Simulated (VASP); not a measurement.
# Cu4O (Pm-3m) in VASP: a series of runs, part 2 of 2

VASP 6.6.1. Earlier steps stand in the parts before.

**4. Single point, PBE, collinear spin, ferromagnetic start**

INCAR reads:

```
PREC     = Accurate       # precision mode
ENCUT    = 520            # plane-wave cutoff, eV
EDIFF    = 1E-7           # SCF threshold, eV
ISMEAR   = 0              # smearing method
SIGMA    = 0.1            # smearing width, eV
LREAL    = F              # projectors in reciprocal space
LASPH    = T              # aspherical terms in the spheres
NELM     = 150            # most SCF steps
ALGO     = Normal         # electronic algorithm
ISIF     = 2              # what is computed and relaxed
LWAVE    = F              # write WAVECAR
LCHARG   = F              # write CHGCAR
ISPIN    = 2              # spin polarisation
MAGMOM   = 1 1 1 1 0      # initial moments
LORBIT   = 11             # projections on sites
LMAXMIX  = 4              # l up to which the mixer works
GGA      = PE             # functional
NBANDS   = 37             # bands
```

KPOINTS reads:

```
regular mesh
0
Gamma
  4 4 4
```

POSCAR reads:

```
Cu4O
1.0
    4.3618272139      0.0000000000      0.0000000000
    0.0000000000      4.3618272139      0.0000000000
    0.0000000000      0.0000000000      4.3618272139
Cu O
4 1
Direct
    0.5000000000      0.0000000000      0.0000000000
    0.0000000000      0.5000000000      0.0000000000
    0.0000000000      0.0000000000      0.5000000000
    0.0000000000      0.0000000000      0.0000000000
    0.5000000000      0.5000000000      0.5000000000
```

The run is started by

```console
$ cat potpaw_PBE.64/Cu/POTCAR potpaw_PBE.64/O/POTCAR > POTCAR
$ mpirun -np 1 vasp_std > vasp.out
```

Wall time 46 s (1 thread of Intel Xeon Platinum 8375C at 2.90GHz (Ice Lake), shared host); peak memory 0.22 GiB.

Results (log left out):

| Property | Result |
| --- | --- |
| Free energy | -14.1374 eV |
| Pressure | 0.3 GPa |
| Band gap on the k mesh | 0.28 eV, indirect (least direct gap 0.48 eV) |
| Net moment | 0.00 μB per cell |
| Valence electrons inside the program's atomic spheres | Cu 9.83, 10.34; O 4.67 |

Levels at points of the mesh, in eV from the valence-band top:
Spin up:
| k point | band 23 | band 24 | band 25 | band 26 | band 27 | band 28 |
| --- | --- | --- | --- | --- | --- | --- |
| (0.00, 0.00, 0.00) | -0.88 | -0.42 | -0.42 | 2.48 | 2.48 | 2.48 |
| (0.50, 0.00, 0.00) | -0.45 | -0.35 | -0.35 | 0.37 | 3.15 | 3.15 |
| (0.50, 0.50, 0.00) | -0.93 | -0.86 | -0.15 | 1.28 | 1.28 | 3.28 |
| (0.50, 0.50, 0.50) | -1.10 | -1.10 | -1.10 | 1.04 | 1.04 | 1.04 |
Spin down:
| k point | band 23 | band 24 | band 25 | band 26 | band 27 | band 28 |
| --- | --- | --- | --- | --- | --- | --- |
| (0.00, 0.00, 0.00) | -0.88 | -0.42 | -0.42 | 2.48 | 2.48 | 2.48 |
| (0.50, 0.00, 0.00) | -0.45 | -0.35 | -0.35 | 0.37 | 3.15 | 3.15 |
| (0.50, 0.50, 0.00) | -0.93 | -0.86 | -0.15 | 1.28 | 1.28 | 3.28 |
| (0.50, 0.50, 0.50) | -1.10 | -1.10 | -1.10 | 1.04 | 1.04 | 1.04 |

A k mesh can miss the band edges.

**5. Relaxation of cell and atoms, PBE, collinear spin, ferromagnetic start**

This run uses another cell than the first one, of 11.55 Å³/atom, 0.696 times its volume.

INCAR reads:

```
SYSTEM = Cu4O
ALGO = Normal
EDIFF = 1E-6
EDIFFG = -0.04
ENCUT = 600
GGA = PE
IBRION = 2
ISIF = 3
ISMEAR = 0
ISPIN = 2
LASPH = .True.
LCHARG = .False.
LMAXMIX = 4
LORBIT = 11
LREAL = .False.
LWAVE = .False.
MAGMOM = 1 1 1 1 0
NELM = 150
NSW = 90
PREC = Accurate
SIGMA = 0.1
```

KPOINTS reads:

```
k-points
0
Gamma
  4 4 4
  0 0 0
```

Changes to POSCAR since step 4:

```diff
@@ -2,5 +2,5 @@
 1.0
-    4.3618272139      0.0000000000      0.0000000000
-    0.0000000000      4.3618272139      0.0000000000
-    0.0000000000      0.0000000000      4.3618272139
+    3.8653538000      0.0000000000      0.0000000000
+    0.0000000000      3.8653538000      0.0000000000
+    0.0000000000      0.0000000000      3.8653538000
 Cu O
```

Potentials or basis: VASP PAW PBE potentials, release 64 (Cu, O).

The run is started by

```console
$ cat potpaw_PBE.64/Cu/POTCAR potpaw_PBE.64/O/POTCAR > POTCAR
$ mpirun -np 1 vasp_std > vasp.out
```

OUTCAR:

```text
SYSTEM = Cu4O
   EDIFF = 1E-6
   EDIFFG = -0.04
   ENCUT = 600
   GGA = PE
   IBRION = 2
   ISIF = 3
   ISMEAR = 0
   ISPIN = 2
   LASPH = .True.
   LORBIT = 11
   LREAL = .False.
   NELM = 150
   NSW = 90
   PREC = Accurate

 ion  position               nearest neighbor table
   1  0.500  0.000  0.000-   4 1.93   4 1.93   2 2.73   3 2.73   2 2.73   2 2.73   3 2.73   3 2.73
                             3 2.73   2 2.73
   2  0.000  0.500  0.000-   4 1.93   4 1.93   1 2.73   3 2.73   1 2.73   3 2.73   3 2.73   3 2.73
                             1 2.73   1 2.73
   3  0.000  0.000  0.500-   4 1.93   4 1.93   1 2.73   1 2.73   2 2.73   2 2.73   2 2.73   2 2.73
                             1 2.73   1 2.73
   4  0.000  0.000  0.000-   1 1.93   2 1.93   3 1.93   3 1.93   2 1.93   1 1.93
   5  0.500  0.500  0.500-

  LATTYP: Found a simple cubic cell.
 ALAT       =     3.8653538000

  Lattice vectors:

 A1 = (   3.8653538000,   0.0000000000,   0.0000000000)
 A2 = (   0.0000000000,   3.8653538000,   0.0000000000)
 A3 = (   0.0000000000,   0.0000000000,   3.8653538000)

Analysis of symmetry for initial positions (statically):
=====================================================================
[... 168 lines left out ...]

--------------------------------------- Ionic step        1  -------------------------------------------

 number of electron      49.9999967 magnetization       0.0015397

 number of electron      49.9999967 magnetization      -0.0000921

 Free energy of the ion-electron system (eV)
  ---------------------------------------------------
  ext. energy  EPLUGINS =         0.00000000
  ---------------------------------------------------
  free energy    TOTEN  =       -10.77710682 eV

  energy without entropy =      -10.77580787  energy(sigma->0) =      -10.77645734

 E-fermi :   5.9382     XC(G=0): -12.0411

 val. band max:        5.7829323673   @ k =   0.2500   0.2500   0.2500
 cond. band min:       6.1043924076   @ k =   0.5000   0.2500   0.0000
 fundamental gap:      0.3214600403
 Fermi energy:         5.9381731705
[... 1535 lines left out ...]
 number of electron      49.9999851 magnetization       0.0000008

 number of electron      49.9999851 magnetization      -0.0000008

 Free energy of the ion-electron system (eV)
  ---------------------------------------------------
  ext. energy  EPLUGINS =         0.00000000
  ---------------------------------------------------
  free energy    TOTEN  =       -14.11224402 eV

  energy without entropy =      -14.10983967  energy(sigma->0) =      -14.11104184

 E-fermi :   2.3606     XC(G=0): -10.1348

 val. band max:        2.2231225450   @ k =   0.2500   0.2500   0.2500
 cond. band min:       2.5079928198   @ k =   0.5000   0.2500   0.0000
 fundamental gap:      0.2848702748
 Fermi energy:         2.3606112526
[... 735 lines left out ...]
  FREE ENERGIE OF THE ION-ELECTRON SYSTEM (eV)
  ---------------------------------------------------
  free  energy   TOTEN  =       -14.1122440179 eV

  energy  without entropy=      -14.1098396707  energy(sigma->0) =      -14.11104184

 reached required accuracy - stopping structural energy minimisation

 total charge

# of ion       s       p       d       tot
------------------------------------------
    1        0.366   0.207   9.262   9.835
    2        0.366   0.207   9.262   9.835
    3        0.366   0.207   9.262   9.835
    4        0.653   0.424   9.270  10.347
    5        1.613   3.063   0.000   4.676
--------------------------------------------------
tot          3.363   4.109  37.056  44.528

 magnetization (x)

# of ion       s       p       d       tot
------------------------------------------
    1       -0.000  -0.000   0.000  -0.000
    2       -0.000  -0.000   0.000  -0.000
    3       -0.000  -0.000   0.000  -0.000
    4       -0.000  -0.000   0.000  -0.000
    5        0.000   0.000   0.000   0.000
--------------------------------------------------
tot         -0.000   0.000   0.000   0.000
```

Run time: 2.1 min. Hardware: 1 thread of Intel Xeon Platinum 8375C at 2.90GHz (Ice Lake), shared host; peak memory 0.22 GiB.

Results:

| Quantity | Value |
| --- | --- |
| Free energy | -14.1122 eV |
| Relaxed volume | 16.54 Å³/atom |
| Relaxed cell | a = 4.357 Å, b = 4.357 Å, c = 4.357 Å, α = 90.00°, β = 90.00°, γ = 90.00° |
| Space group after relaxing (to 0.05 Å) | Pm-3m (No. 221) |
| Energy gained by relaxing | 667.0 meV/atom |
| Ionic steps | 4 |
| Pressure after relaxing | 0.2 GPa |
| Band gap on the k mesh | 0.28 eV, indirect (least direct gap 0.48 eV) |
| Net moment | 0.00 μB per cell |
| Valence electrons inside the program's atomic spheres | Cu 9.84, 10.35; O 4.68 |

Step by step:
| step | energy change (eV) | largest force (eV/Å) | pressure (GPa) | volume (Å³) |
| --- | --- | --- | --- | --- |
| 1 | 0.0000 | 0.0000 | 59.98 | 57.75 |
| 2 | -2.6646 | 0.0000 | -9.19 | 101.96 |
| 3 | -3.3335 | 0.0000 | 0.39 | 82.10 |
| 4 | -3.3351 | 0.0000 | 0.19 | 82.71 |

Final structure:
```
CELL_PARAMETERS angstrom
4.35705 0.00000 0.00000
0.00000 4.35705 0.00000
0.00000 0.00000 4.35705
ATOMIC_POSITIONS crystal
Cu 0.50000 0.00000 0.00000
Cu 0.00000 0.50000 0.00000
Cu 0.00000 0.00000 0.50000
Cu 0.00000 0.00000 0.00000
O 0.50000 0.50000 0.50000
```

Levels at points of the mesh, in eV from the valence-band top:
Spin up:
```csv
k point,band 22,band 23,band 24,band 25,band 26,band 27,band 28,band 29
"(0.00, 0.00, 0.00)",-0.88,-0.88,-0.42,-0.42,2.49,2.49,2.49,4.87
"(0.50, 0.00, 0.00)",-0.88,-0.45,-0.35,-0.35,0.37,3.15,3.15,5.72
"(0.50, 0.50, 0.00)",-0.93,-0.93,-0.86,-0.15,1.29,1.29,3.28,4.75
"(0.50, 0.50, 0.50)",-1.14,-1.10,-1.10,-1.10,1.04,1.04,1.04,4.76
```
Spin down:
| k point | band 21 | band 22 | band 23 | band 24 | band 25 | band 26 | band 27 | band 28 | band 29 | band 30 |
| --- | --- | --- | --- | --- | --- | --- | --- | --- | --- | --- |
| (0.00, 0.00, 0.00) | -0.88 | -0.88 | -0.88 | -0.42 | -0.42 | 2.49 | 2.49 | 2.49 | 4.87 | 4.87 |
| (0.50, 0.00, 0.00) | -1.02 | -0.88 | -0.45 | -0.35 | -0.35 | 0.37 | 3.15 | 3.15 | 5.72 | 6.94 |
| (0.50, 0.50, 0.00) | -1.01 | -0.93 | -0.93 | -0.86 | -0.15 | 1.29 | 1.29 | 3.28 | 4.75 | 7.19 |
| (0.50, 0.50, 0.50) | -1.14 | -1.14 | -1.10 | -1.10 | -1.10 | 1.04 | 1.04 | 1.04 | 4.76 | 4.76 |

Caveat: the volume moved by over 15 % at a fixed basis, so the end points are rough.

**6. Relaxation of cell and atoms, PBE**

INCAR reads:

```
SYSTEM = Cu4O
PREC = Accurate
ENCUT = 600
EDIFF = 1E-6
ISMEAR = 0
SIGMA = 0.01
LREAL = .FALSE.
LASPH = .TRUE.
NELM = 100
ALGO = Normal
ISIF = 3
LWAVE = .FALSE.
LCHARG = .FALSE.
GGA = PE
IBRION = 2
NSW = 100
EDIFFG = -0.01
```

KPOINTS reads:

```
Automatic mesh
0
G
  8 8 8
  0 0 0
```

Changes to POSCAR since step 5:

```diff
@@ -2,5 +2,5 @@
 1.0
-    3.8653538000      0.0000000000      0.0000000000
-    0.0000000000      3.8653538000      0.0000000000
-    0.0000000000      0.0000000000      3.8653538000
+    4.3618272139      0.0000000000      0.0000000000
+    0.0000000000      4.3618272139      0.0000000000
+    0.0000000000      0.0000000000      4.3618272139
 Cu O
```

Potentials or basis: VASP PAW PBE potentials, release 64 (Cu, O).

The run is started by

```console
$ cat potpaw_PBE.64/Cu/POTCAR potpaw_PBE.64/O/POTCAR > POTCAR
$ mpirun -np 1 vasp_std > vasp.out
```

OUTCAR:

```text
SYSTEM = Cu4O
   PREC = Accurate
   ENCUT = 600
   EDIFF = 1E-6
   ISMEAR = 0
   LREAL = .FALSE.
   LASPH = .TRUE.
   NELM = 100
   ISIF = 3
   GGA = PE
   IBRION = 2
   NSW = 100
   EDIFFG = -0.01

 ion  position               nearest neighbor table
   1  0.500  0.000  0.000-   4 2.18   4 2.18
   2  0.000  0.500  0.000-   4 2.18   4 2.18
   3  0.000  0.000  0.500-   4 2.18   4 2.18
[... 1048 lines left out ...]
  --------------------------------------------------------------------------------------
  -------------------------------------------------------------------------------------
  Total        0.0297462      0.0297462      0.0297462     -0.0000000      0.0000000     -0.0000000
  in kB        0.5719557      0.5719557      0.5719557     -0.0000000      0.0000000     -0.0000000
  external PRESSURE =       0.5719557 kB  Pullay stress =       0.0000000 kB

 VOLUME and BASIS-vectors are now :
 -----------------------------------------------------------------------------
  energy-cutoff  :      600.00
  volume of cell :       83.33
      direct lattice vectors                 reciprocal lattice vectors
     4.367770338  0.000000000 -0.000000000     0.228949767 -0.000000000  0.000000000
     0.000000000  4.367770338  0.000000000    -0.000000000  0.228949767 -0.000000000
    -0.000000000  0.000000000  4.367770338     0.000000000 -0.000000000  0.228949767

 POSITION                                       TOTAL-FORCE (eV/Angst)
 -----------------------------------------------------------------------------------
      2.18389      0.00000     -0.00000         0.000000     -0.000000      0.000000
      0.00000      2.18389      0.00000         0.000000     -0.000000      0.000000
     -0.00000      0.00000      2.18389        -0.000000      0.000000      0.000000
      0.00000      0.00000      0.00000         0.000000     -0.000000      0.000000
      2.18389      2.18389      2.18389         0.000000     -0.000000      0.000000
 -----------------------------------------------------------------------------------
    total drift:                                0.000000      0.000000     -0.000000

  FREE ENERGIE OF THE ION-ELECTRON SYSTEM (eV)
  ---------------------------------------------------
  free  energy   TOTEN  =       -14.1679916687 eV

  energy  without entropy=      -14.1679916687  energy(sigma->0) =      -14.16799167

 reached required accuracy - stopping structural energy minimisation
```

It took 2 min on 1 thread of Intel Xeon Platinum 8375C at 2.90GHz (Ice Lake), shared host; peak memory 0.26 GiB.

What came out:

| Quantity | Value |
| --- | --- |
| Free energy | -14.1680 eV |
| Relaxed volume | 16.67 Å³/atom |
| Relaxed cell | a = 4.368 Å, b = 4.368 Å, c = 4.368 Å, α = 90.00°, β = 90.00°, γ = 90.00° |
| Space group after relaxing (to 0.05 Å) | Pm-3m (No. 221) |
| Energy gained by relaxing | 0.0 meV/atom |
| Ionic steps | 2 |
| Pressure after relaxing | 0.1 GPa |
| Band gap on the k mesh | 0.10 eV, direct |

The path:
```csv
step,energy change (eV),largest force (eV/Å),pressure (GPa),volume (Å³)
1,0.0000,0.0000,0.27,82.99
2,-0.0002,0.0000,0.06,83.33
```

Final structure:
```
Cu O
1.0
     4.36777    0.00000    0.00000
     0.00000    4.36777    0.00000
     0.00000    0.00000    4.36777
Cu O
4 1
Direct
  0.50000 0.00000 0.00000
  0.00000 0.50000 0.00000
  0.00000 0.00000 0.50000
  0.00000 0.00000 0.00000
  0.50000 0.50000 0.50000
```

Levels at points of the mesh, in eV from the valence-band top:
```csv
k point,band 23,band 24,band 25,band 26,band 27,band 28
"(0.00, 0.00, 0.00)",-0.90,-0.45,-0.45,2.46,2.46,2.46
"(0.50, 0.00, 0.00)",-0.48,-0.40,-0.40,0.31,3.13,3.13
"(0.50, 0.50, 0.00)",-0.96,-0.88,-0.20,1.23,1.23,3.26
"(0.50, 0.50, 0.50)",-1.12,-1.12,-1.12,1.01,1.01,1.01
```

**7. Overview**

```tsv
task	spin	cell	k mesh	cutoff (eV)	smearing	gap on the mesh (eV)	pressure (GPa)	moment (μB)	relaxed volume (Å³/atom)
single point	collinear, ferromagnetic start	a = 4.362 Å, 5 atoms	4 × 4 × 4	520	gaussian 0.1 eV	0.28	0.3	0.00	-
single point	off	a = 4.362 Å, 5 atoms	8 × 8 × 8	520	gaussian 0.01 eV	0.10	0.2	-	-
relaxation of cell and atoms	collinear, ferromagnetic start	relaxed from a = 3.865 Å, 5 atoms	4 × 4 × 4	600	gaussian 0.1 eV	0.28	0.2	0.00	16.54
relaxation of cell and atoms	off	relaxed from a = 4.362 Å, 5 atoms	8 × 8 × 8	600	gaussian 0.01 eV	0.10	0.1	-	16.67
```

Alike in all rows: level PBE; potentials or basis VASP PAW PBE potentials, release 64 (Cu, O).

Caveats: the volume moved by over 15 % at a fixed basis, so the end points are rough (some runs).

Absolute energies hang on the potentials; compare differences alone.
